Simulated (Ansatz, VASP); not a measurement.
**One calculation of BaSrAl4, two programs**

```
CELL_PARAMETERS angstrom
0.00000 4.20280 4.20280
4.20280 0.00000 4.20280
4.20280 4.20280 0.00000
ATOMIC_POSITIONS crystal
Ba 0.75000 0.75000 0.75000
Sr 0.00000 0.00000 0.00000
Al 0.87487 0.37504 0.37504
Al 0.37504 0.37504 0.37504
Al 0.37504 0.87487 0.37504
Al 0.37504 0.37504 0.87487
```

Change from the starting cell: species swapped into the LaGdAl4 type (F-43m, No. 216).

Alike in both runs: functional PBE; k mesh 8 × 8 × 8; occupations gaussian, width 0.1 eV; no spin polarisation.

Ansatz relaxed the structure, and its values are those at the end. VASP's run is a single point on that final structure, the one shown.

|  | VASP | Ansatz |
| --- | --- | --- |
| version | VASP 6.6.1 | Ansatz 0.2.0 |
| potentials or method | VASP PAW PBE potentials, release 64 (Ba_sv, Sr_sv, Al), cutoff 520 eV | scalar-relativistic, plane waves, PAW |
| valence electrons in the cell | 32 | 32 |

|  | VASP | Ansatz | Ansatz less VASP |
| --- | --- | --- | --- |
| gap on the k mesh at the Fermi level (eV) | none | none | - |
| pressure (GPa) | 0.2 | 0.0 | -0.27 |
| rms of the force components (eV/Å) | 0.003 | 0.000 | -0.0032 |

A gap of «none» marks a metal or a gap that the smearing closes.

Spin-orbit coupling is off throughout.
